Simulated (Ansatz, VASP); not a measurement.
# One calculation of Ta, two programs

File INCAR:

```
SYSTEM = Ta
PREC = Accurate
ENCUT = 600
EDIFF = 1E-6
ISMEAR = -1
SIGMA = 0.1
LREAL = .False.
LASPH = .True.
NELM = 100
ALGO = Normal
ISIF = 3
LWAVE = .False.
LCHARG = .False.
GGA = RE
IBRION = 2
NSW = 80
EDIFFG = -0.01
```

The input KPOINTS:

```
Automatic mesh
0
Gamma
  12 12 12
  0 0 0
```

The input POSCAR:

```
Ta
1.0
    2.6919965271      0.0000000000      0.0000000000
    0.0000000000      2.6919965271      0.0000000000
    0.0000000000      0.0000000000      2.6919965271
Ta
1
Direct
    0.0000000000      0.0000000000      0.0000000000
```

Input for Ansatz:

```yaml
crystal:
  lattice:
    - [2.6919965271, 0.0, 0.0]
    - [0.0, 2.6919965271, 0.0]
    - [0.0, 0.0, 2.6919965271]
  atoms:
    - { symbol: Ta, position: [0.0, 0.0, 0.0] }
hamiltonian:
  xc: revpbe
  pseudopotentials:
    kind: paw
    azcp:
      Ta: "pseudopotentials/Ta.paw.azcp"
basis:
  ecutwfc: 420
  fft_grid_basis: typed
kpoints:
  mp_grid: { grid: [12, 12, 12], shift: [0, 0, 0] }
magnetization:
  spin_polarized: false
scf:
  occupations: { method: fermi_dirac, width: 0.1 }
relax:
  max_steps: 60
  f_tol: 0.01
  cell: {}
```

Alike in both runs: task relaxation of cell and atoms; functional revPBE; k mesh 12 × 12 × 12; occupations fermi-dirac, width 0.1 eV; no spin polarisation.

|  | VASP | Ansatz |
| --- | --- | --- |
| version | VASP 6.6.1 | Ansatz 0.2.0 |
| potentials or method | VASP PAW PBE potentials, release 64 (Ta_pv), cutoff 600 eV | plane waves (420 eV) with PAW, scalar-relativistic |
| valence electrons in the cell | 11 | 13 |

```csv
,VASP,Ansatz,Ansatz less VASP
relaxed volume (Å³/atom),20.93,20.91,-0.016
relaxed cell length with the largest relative difference (Å),2.756,2.755,-0.0007
```

VASP's potentials were made for PBE, not for revPBE. VASP's potentials hold 11 valence electrons a cell and Ansatz's 13, so a difference there can come from the potentials and not from the codes.

Neither program's run includes spin-orbit coupling.
